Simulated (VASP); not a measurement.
# KHAu2 (I4/mcm) in VASP: notebook

Aim: see how the results for KHAu2 move with the level of theory and the settings. Levels: PBE+D3(BJ), PBE. Tasks: single point, relaxation of cell and atoms.

All numbers are computed with VASP 6.6.1; they aren't measurements. Logs are shortened: lines on timing, memory, paths and dates and some standing lists are left out, and cuts for length are marked.

## (1) The cell of the first run

It takes space group I4/mcm (No. 140, tetragonal). Conventional cell: a = 6.041 Å, b = 6.041 Å, c = 7.256 Å, α = 90.00°, β = 90.00°, γ = 90.00°. K (site symmetry 422) has 8 Au at 2.95 Å and 8 H at 3.52 Å and 2 K at 3.63 Å within 3.9 Å. Within 1.6 Å of H (site symmetry mmm) lie 2 Au at 1.20 Å. Within 1.6 Å of Au (site symmetry m2m) lie 1 H at 1.20 Å.

## (2) Single point, PBE+D3(BJ)

File INCAR:

```
SYSTEM = KHAu2
PREC = Accurate
ENCUT = 520
EDIFF = 1E-6
ISMEAR = -1
SIGMA = 0.1
LREAL = .FALSE.
LASPH = .TRUE.
NELM = 60
ALGO = Normal
ISIF = 2
LWAVE = .FALSE.
LCHARG = .FALSE.
GGA = PE
IVDW = 12
NBANDS = 42
```

File KPOINTS:

```
regular mesh
0
G
  4 4 4
  0 0 0
```

File POSCAR:

```
KHAu2
1.0
   -3.0206190000      3.0206190000      3.6279390000
    3.0206190000     -3.0206190000      3.6279390000
    3.0206190000      3.0206190000     -3.6279390000
K H Au
2 2 4
Direct
    0.2500000000      0.2500000000      0.0000000000
    0.7500000000      0.7500000000      0.0000000000
    0.5000000000      0.0000000000      0.5000000000
    0.0000000000      0.5000000000      0.5000000000
    0.6408000000      0.1408000000      0.7816000000
    0.1408000000      0.3592000000      0.5000000000
    0.3592000000      0.8592000000      0.2184000000
    0.8592000000      0.6408000000      0.5000000000
```

Potentials or basis: VASP PAW PBE potentials, release 64 (K_sv, H, Au).

Launch:

```console
> cat potpaw_PBE.64/K_sv/POTCAR potpaw_PBE.64/H/POTCAR potpaw_PBE.64/Au/POTCAR > POTCAR
> mpirun -np 1 vasp_std > vasp.out
```

OUTCAR:

```text
SYSTEM = KHAu2
   PREC = Accurate
   ENCUT = 520
   EDIFF = 1E-6
   ISMEAR = -1
   LREAL = .FALSE.
   LASPH = .TRUE.
   NELM = 60
   ISIF = 2
   GGA = PE
   IVDW = 12
 IVDW          = 12

 ion  position               nearest neighbor table
   1  0.250  0.250  0.000-   8 2.95   7 2.95   5 2.95   7 2.95   8 2.95   5 2.95   6 2.95   6 2.95
                             2 3.63   2 3.63
   2  0.750  0.750  0.000-   7 2.95   6 2.95   5 2.95   7 2.95   5 2.95   6 2.95   8 2.95   8 2.95
                             1 3.63   1 3.63
   3  0.500  0.000  0.500-   5 1.20   7 1.20
   4  0.000  0.500  0.500-   6 1.20   8 1.20
   5  0.641  0.141  0.782-   3 1.20   7 2.41   1 2.95   2 2.95   1 2.95   2 2.95   6 3.30   8 3.30
                             8 3.30   6 3.30
   6  0.141  0.359  0.500-   4 1.20   8 2.41   2 2.95   2 2.95   1 2.95   1 2.95   7 3.30   5 3.30
                             5 3.30   7 3.30
   7  0.359  0.859  0.218-   3 1.20   5 2.41   2 2.95   1 2.95   1 2.95   2 2.95   6 3.30   8 3.30
                             6 3.30   8 3.30
   8  0.859  0.641  0.500-   4 1.20   6 2.41   1 2.95   1 2.95   2 2.95   2 2.95   5 3.30   7 3.30
                             7 3.30   5 3.30

  LATTYP: Found a body centered tetragonal cell.
 ALAT       =     6.0412380000
 C/A-ratio  =     1.2010581275

  Lattice vectors:

 A1 = (  -3.0206190000,   3.0206190000,   3.6279390000)
 A2 = (   3.0206190000,  -3.0206190000,   3.6279390000)
 A3 = (   3.0206190000,   3.0206190000,  -3.6279390000)

Analysis of symmetry for initial positions (statically):
=====================================================================
 Subroutine PRICEL returns:
 Original cell was already a primitive cell.

 Routine SETGRP: Setting up the symmetry group for a
 body centered tetragonal supercell.

 Subroutine GETGRP returns: Found 16 space group operations
 (whereof  8 operations were pure point group operations)
 out of a pool of 16 trial point group operations.

The static configuration has the point symmetry C_4h.
 The point group associated with its full space group is D_4h.

Analysis of symmetry for dynamics (positions and initial velocities):
=====================================================================
 Subroutine PRICEL returns:
 Original cell was already a primitive cell.

 Routine SETGRP: Setting up the symmetry group for a
 body centered tetragonal supercell.

 Subroutine GETGRP returns: Found 16 space group operations
 (whereof  8 operations were pure point group operations)
 out of a pool of 16 trial point group operations.

The dynamic configuration has the point symmetry C_4h.
 The point group associated with its full space group is D_4h.
[... 106 lines left out ...]
   ISYM   =      2    0-nonsym 1-usesym 2-fastsym
   POTIM  = 0.5000    time-step for ionic-motion
   TEBEG  =    0.0;   TEEND  =   0.0 temperature during run
   PSTRESS=    0.0 pullay stress
   NELECT =      64.0000    total number of electrons
   NUPDOWN=      -1.0000    fix difference up-down
   EMIN   =  10.00;   EMAX   =-10.00  energy-range for DOS
   EFERMI =   0.00;   METHOD = LEGACY
   ISMEAR =    -1;   SIGMA  =   0.10  broadening in eV -4-tet -1-fermi 0-gaus
   EFERMI_NEDOS =   21; number of points for ismear=-14 and -15
   IALGO  =     38    algorithm
   IMIX   =      4    mixing-type and parameters
     AMIX     =   0.40;   BMIX     =  1.00
     AMIX_MAG =   1.60;   BMIX_MAG =  1.00
  volume/ion in A,a.u.               =      16.55       111.69
  Fermi-wavevector in a.u.,A,eV,Ry     =   1.284786  2.427894 22.458805  1.650676
  Thomas-Fermi vector in A             =   2.416959
   LORBIT       =      0    0 simple, 1 ext, 2 COOP (PROOUT), +10 PAW based schemes
   GGA     = PE    functional components
   LHFCALC =     F    Hartree Fock is set to
   AEXX    =    0.0000 exact exchange contribution
   IVDW    =    12    specifies the selected vdW correction
   LEPSILON=     F    determine dielectric tensor
   LRPA    =     F    only Hartree local field effects (RPA)
 non-spin polarized calculation
  energy-cutoff  :      520.00
  volume of cell :      132.41
 maximum number of plane-waves:      3592
 NGX is ok and might be reduce to    42
   NGX = 21   NGY = 21   NGZ = 21

 number of electron      63.9999998 magnetization

 Free energy of the ion-electron system (eV)
  ---------------------------------------------------
  ext. energy  EPLUGINS =         0.00000000
  ---------------------------------------------------
  free energy    TOTEN  =        -4.10531612 eV

  energy without entropy =       -4.04576535  energy(sigma->0) =       -4.07554073

 E-fermi :   5.6778     XC(G=0): -10.6252

 val. band max:        5.5411015994   @ k =   0.5000   0.0000   0.0000
 cond. band min:       5.7415852204   @ k =  -0.2500   0.2500   0.2500
 fundamental gap:      0.2004836210
 Fermi energy:         5.6777940808

 k-point     1 :       0.0000    0.0000    0.0000
  band No.  band energies     occupation
      1     -24.3038      2.00000
      2     -24.2471      2.00000
      3      -8.2745      2.00000
      4      -8.2706      2.00000
      5      -8.0292      2.00000
      6      -8.0292      2.00000
[... 574 lines left out ...]
     41      12.1119      0.00000
     42      12.9406      0.00000

------------------------ aborting loop because EDIFF is reached ----------------------------------------

 Edisp (eV)   -3.05588

 E8    (eV) :    -1.4071

  FORCE on cell =-STRESS in cart. coord.  units (eV):
  Direction    XX          YY          ZZ          XY          YZ          ZX
  --------------------------------------------------------------------------------------
  -------------------------------------------------------------------------------------
  Total      62.28469    62.28469    12.65124     0.00000     0.00000    -0.00000
  in kB     753.66794   753.66794   153.08475     0.00000     0.00000    -0.00000
  external pressure =      553.47 kB  Pullay stress =        0.00 kB

 VOLUME and BASIS-vectors are now :
 -----------------------------------------------------------------------------
  energy-cutoff  :      520.00
  volume of cell :      132.41
      direct lattice vectors                 reciprocal lattice vectors
    -3.020619000  3.020619000  3.627939000     0.000000000  0.165528986  0.137819296
     3.020619000 -3.020619000  3.627939000     0.165528986  0.000000000  0.137819296
     3.020619000  3.020619000 -3.627939000     0.165528986  0.165528986  0.000000000

 POSITION                                       TOTAL-FORCE (eV/Angst)
 -----------------------------------------------------------------------------------
      0.00000      0.00000      1.81397         0.000000     -0.000000     -0.000000
      0.00000      0.00000      5.44191         0.000000     -0.000000     -0.000000
      0.00000      3.02062      0.00000         0.000000     -0.000000     -0.000000
      3.02062      0.00000      0.00000         0.000000     -0.000000     -0.000000
      0.85061      3.87123      0.00000        15.773749     15.773749      0.000000
      2.17001      0.85061     -0.00000       -15.773749     15.773749      0.000000
      2.17001     -0.85061      3.62794       -15.773749    -15.773749     -0.000000
      0.85061      2.17001      3.62794        15.773749    -15.773749      0.000000
 -----------------------------------------------------------------------------------
    total drift:                               -0.000000      0.000000      0.000000

  FREE ENERGIE OF THE ION-ELECTRON SYSTEM (eV)
  ---------------------------------------------------
  free  energy   TOTEN  =        -7.1611933791 eV

  energy  without entropy=       -7.1016426112  energy(sigma->0) =       -7.13141800
```

OSZICAR:

```text
N       E                     dE             d eps       ncg     rms          rms(c)
DAV:   1     0.483696432818E+03    0.48370E+03   -0.32031E+04  1092   0.146E+03
DAV:   2     0.193511746125E+02   -0.46435E+03   -0.43834E+03  1204   0.372E+02
DAV:   3    -0.505525570029E+01   -0.24406E+02   -0.23953E+02  1480   0.763E+01
DAV:   4    -0.626720487390E+01   -0.12119E+01   -0.12042E+01  1566   0.126E+01
DAV:   5    -0.629354437806E+01   -0.26340E-01   -0.26334E-01  1418   0.162E+00    0.410E+01
DAV:   6    -0.445935930787E+01    0.18342E+01   -0.39065E+00  1220   0.104E+01    0.212E+01
DAV:   7    -0.412901460544E+01    0.33034E+00   -0.78514E-01  1156   0.372E+00    0.400E+00
DAV:   8    -0.410643216047E+01    0.22582E-01   -0.70187E-02  1148   0.119E+00    0.598E-01
DAV:   9    -0.410533355395E+01    0.10986E-02   -0.56286E-03  1526   0.334E-01    0.169E-01
DAV:  10    -0.410532614276E+01    0.74112E-05   -0.76900E-04  1242   0.132E-01    0.527E-02
DAV:  11    -0.410531310607E+01    0.13037E-04   -0.79143E-05  1252   0.448E-02    0.172E-02
DAV:  12    -0.410531643789E+01   -0.33318E-05   -0.67000E-06  1236   0.132E-02    0.491E-03
DAV:  13    -0.410531611635E+01    0.32154E-06   -0.40220E-07   612   0.334E-03
   1 F= -.71611934E+01 E0= -.71314180E+01  d E =-.595508E-01
```

Wall time 92 s (1 thread of Intel Xeon Platinum 8259CL at 2.50GHz (Skylake/Cascade Lake), shared host); peak memory 0.29 GiB.

Results:

```yaml
Free_energy: -7.1612 eV
Pressure: 55.3 GPa
Largest_force: 22.307 eV/Å
Band_gap_on_the_k_mesh: zero (bands 32 and 33 overlap by 0.89 eV)
Dispersion_energy_per_atom: -0.382 eV
```

Forces in eV/Å, atoms in the order of the input:
```
K     0.000   0.000   0.000
K     0.000   0.000   0.000
H     0.000   0.000   0.000
H     0.000   0.000   0.000
Au   15.774  15.774   0.000
Au  -15.774  15.774   0.000
Au  -15.774 -15.774   0.000
Au   15.774 -15.774   0.000
```

Caveat: three body term missing; the cell stands under pressure; spin-orbit coupling is left out, which moves the levels of the heavy elements; forces of over 1 eV/Å act on the atoms, so gaps and moduli don't describe the material at rest.

## (3) Relaxation of cell and atoms, PBE

File INCAR:

```
SYSTEM = KHAu2
ALGO     = Normal         ! electronic algorithm
EDIFF    = 1E-6           ! SCF threshold, eV
EDIFFG   = -0.01          ! ionic threshold
ENCUT    = 600            ! plane-wave cutoff, eV
GGA      = PE             ! functional
IBRION   = 2              ! ionic algorithm
ISIF     = 3              ! what is computed and relaxed
ISMEAR   = -1             ! smearing method
LASPH    = .TRUE.         ! aspherical terms in the spheres
LCHARG   = .FALSE.        ! write CHGCAR
LREAL    = .FALSE.        ! projectors in reciprocal space
LWAVE    = .FALSE.        ! write WAVECAR
NELM     = 100            ! most SCF steps
NSW      = 60             ! ionic steps
PREC     = Accurate       ! precision mode
SIGMA    = 0.1            ! smearing width, eV
```

File KPOINTS:

```
k-points
0
G
  4 4 4
  0 0 0
```

POSCAR is that of step 2.

Potentials or basis: VASP PAW PBE potentials, release 64 (K_sv, H, Au).

Launch:

```console
> cat potpaw_PBE.64/K_sv/POTCAR potpaw_PBE.64/H/POTCAR potpaw_PBE.64/Au/POTCAR > POTCAR
> mpirun -np 1 vasp_std > vasp.out
```

Wall time 59 min (1 thread of Intel Xeon Platinum 8259CL at 2.50GHz (Skylake/Cascade Lake), shared host); peak memory 0.38 GiB.

The run converged. Its results:

```yaml
Free_energy: -22.1713 eV
Relaxed_volume: 22.35 Å³/atom
Relaxed_cell: a = 6.966 Å, b = 6.966 Å, c = 6.966 Å, α = 132.77°, β = 132.77°, γ = 69.02°
Space_group_after_relaxing_to_0.1_Å: P4/mmm (No. 123)
Energy_gained_by_relaxing: 2257.7 meV/atom
Ionic_steps: 39
Pressure_after_relaxing: 0.0 GPa
Largest_force_after_relaxing: 0.009 eV/Å
Band_gap_on_the_k_mesh: zero (bands 32 and 33 overlap by 0.76 eV)
```

Forces in eV/Å, atoms in the order of the input:
```
K    0.000  0.000  0.000
K    0.000  0.000  0.000
H    0.000  0.000  0.000
H    0.000  0.000  0.000
Au  -0.006 -0.006  0.000
Au   0.006 -0.006  0.000
Au   0.006  0.006  0.000
Au  -0.006  0.006  0.000
```

Step by step:
| step | energy change (eV) | largest force (eV/Å) | pressure (GPa) | volume (Å³) |
| --- | --- | --- | --- | --- |
| 1 | 0.0000 | 22.2970 | 59.21 | 132.41 |
| 2 | -10.6608 | 0.5996 | -4.34 | 282.26 |
| 3 | -10.7998 | 0.4969 | -4.37 | 275.38 |
| 4 | -10.9571 | 0.3811 | -4.39 | 268.51 |
| 5 | -14.2189 | 1.1735 | -1.97 | 193.32 |
| 6 | -15.3789 | 0.5732 | 5.83 | 161.15 |
| 7 | -15.3728 | 0.8268 | 4.11 | 165.34 |
| 8 | -15.3856 | 0.7183 | 4.88 | 163.37 |
| 9 | -15.8994 | 0.7042 | 2.07 | 176.84 |
| 10 | -16.3631 | 0.6958 | -1.09 | 204.97 |
| 11 | -16.4017 | 0.6989 | -1.74 | 215.50 |
| 12 | -16.7196 | 0.0424 | -0.58 | 213.62 |
| 13 | -16.7406 | 0.3641 | -0.10 | 212.89 |
| 14 | -16.7915 | 0.3602 | -0.20 | 211.95 |
| 15 | -16.9403 | 0.3725 | -0.45 | 208.77 |
| 16 | -17.2374 | 0.4702 | -1.02 | 200.77 |
| 17 | -17.6175 | 0.9344 | 3.12 | 179.28 |
| 18 | -17.4990 | 0.7950 | -0.31 | 191.84 |
| 19 | -17.6359 | 0.9911 | 0.30 | 185.79 |
| 20 | -17.6698 | 1.0055 | 1.40 | 182.59 |
| 21 | -17.7012 | 0.9169 | 1.42 | 182.71 |
| 22 | -17.7348 | 0.7467 | 1.58 | 182.94 |
| 23 | -17.7819 | 0.6673 | 1.06 | 183.88 |
| 24 | -17.8765 | 0.4651 | -0.34 | 186.73 |
| 25 | -17.8944 | 0.1869 | -2.51 | 192.42 |
| 26 | -17.9109 | 0.2776 | -1.76 | 190.19 |
| 27 | -17.9417 | 0.2556 | -1.52 | 188.39 |
| 28 | -18.0090 | 0.1959 | -0.70 | 183.02 |
| 29 | -18.0221 | 0.0943 | 1.48 | 172.52 |
| 30 | -18.0374 | 0.1365 | 0.45 | 176.94 |
| 31 | -18.0435 | 0.1114 | 0.23 | 177.45 |
| 32 | -18.0505 | 0.0516 | -0.40 | 178.99 |
| 33 | -18.0547 | 0.0391 | -0.28 | 178.72 |
| 34 | -18.0608 | 0.0010 | 0.12 | 177.91 |
| 35 | -18.0608 | 0.0041 | 0.15 | 177.85 |
| 36 | -18.0613 | 0.0061 | 0.07 | 178.24 |
| 37 | -18.0616 | 0.0083 | -0.02 | 178.71 |
| 38 | -18.0616 | 0.0090 | -0.05 | 178.87 |
| 39 | -18.0618 | 0.0091 | 0.01 | 178.80 |

Final structure:
```
K H Au
1.0
    -2.79057    2.79057    5.74011
     2.79057   -2.79057    5.74011
     2.79057    2.79057   -5.74011
K H Au
2 2 4
Direct
  0.25000 0.25000 0.00000
  0.75000 0.75000 0.00000
  0.50000 0.00000 0.50000
  0.00000 0.50000 0.50000
  0.75083 0.25083 0.00166
  0.25083 0.24917 0.50000
  0.24917 0.74917 0.99834
  0.74917 0.75083 0.50000
```

Levels at points of the mesh, in eV from the Fermi level:
```tsv
k point	band 29	band 30	band 31	band 32	band 33	band 34	band 35	band 36
(0.00, 0.00, 0.00)	-2.94	-1.82	0.02	0.03	0.59	0.59	1.48	2.54
(0.50, 0.00, 0.00)	-3.40	-3.40	-0.03	-0.03	0.51	0.51	1.01	1.01
(0.50, 0.50, 0.00)	-3.93	-3.60	-3.60	-3.55	1.26	1.39	2.03	3.32
(0.50, 0.50, 0.50)	-2.94	-1.97	-1.82	-0.52	0.69	0.69	2.44	2.52
```

Caveat: the volume moved by over 15 % at a fixed basis, so the end points are rough; spin-orbit coupling is left out, which moves the levels of the heavy elements.
